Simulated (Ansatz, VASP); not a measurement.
**SnC3 in VASP and in Ansatz**

```xyz
4
Lattice="3.1505 0.0000 0.0000 0.0000 2.9789 0.0000 0.0000 0.0000 4.6435" Properties=species:S:1:pos:R:3 pbc="T T T"
C     1.5752    0.0000    3.7915
C     1.5752    1.4894   -0.0143
C     0.0000    1.4894    0.8466
Sn    0.0000    0.0000    2.3416
```

Change from the starting cell: uniaxial_x strain +5.8%.

Alike in both runs: task single point; functional r2SCAN; k mesh 8 × 8 × 6; occupations fermi-dirac, width 0.02 eV; no spin polarisation.

|  | VASP | Ansatz |
| --- | --- | --- |
| version | VASP 6.6.1 | Ansatz 0.2.0 |
| potentials or method | VASP PAW PBE potentials, release 64 (C, Sn_d) | plane waves, PAW |
| plane-wave cutoff (eV) | 660 | 500 |
| valence electrons in the cell | 26 | 26 |

Ansatz gave:

```
pressure (GPa)                                                : -8.9
traceless stress, the component that is largest in VASP (GPa) : -9.16
rms of the force components (eV/Å)                            : 0.001
```

Task: Which values does VASP return?

Result: Pressure (GPa): -8.7; traceless stress, the component that is largest in VASP (GPa): -9.18; rms of the force components (eV/Å): 0.004.

VASP's potentials were made for PBE, not for r2SCAN. Atom by atom the forces differ by 0.005 eV/Å (rms over components).
